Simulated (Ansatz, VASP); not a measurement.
Si3Ni in VASP and in Ansatz

```
CELL_PARAMETERS angstrom
3.88545 0.00000 0.00000
0.00000 3.88545 0.00000
0.00000 0.00000 3.88545
ATOMIC_POSITIONS crystal
Si 0.50000 0.00000 0.00000
Si 0.00000 0.50000 0.00000
Si 0.00000 0.00000 0.50000
Ni 0.50000 0.50000 0.50000
```

Alike in both runs: task single point; functional PBE; k mesh 4 × 4 × 4; occupations gaussian, width 0.1 eV; collinear spin.

|  | VASP | Ansatz |
| --- | --- | --- |
| version | VASP 6.6.1 | Ansatz 0.2.0 |
| potentials or method | VASP PAW PBE potentials, release 64 (Si, Ni), cutoff 520 eV | scalar-relativistic, plane waves, PAW |
| valence electrons in the cell | 22 | 30 |

```csv
,VASP,Ansatz,Ansatz less VASP
gap on the k mesh at the Fermi level (eV),none,none,-
pressure (GPa),-9.0,-9.0,-0.02
net moment per atom (μB),0.11,0.11,+0.003
size of the moment on the site where the two differ most (μB),0.02,0.04,+0.015
```

Site moments also hang on the region over which each program counts them. A gap of «none» marks a metal or a gap that the smearing closes. VASP's potentials hold 22 valence electrons a cell and Ansatz's 30, so a difference there can come from the potentials and not from the codes.

The k mesh is coarse, so the values compare programs but aren't converged.
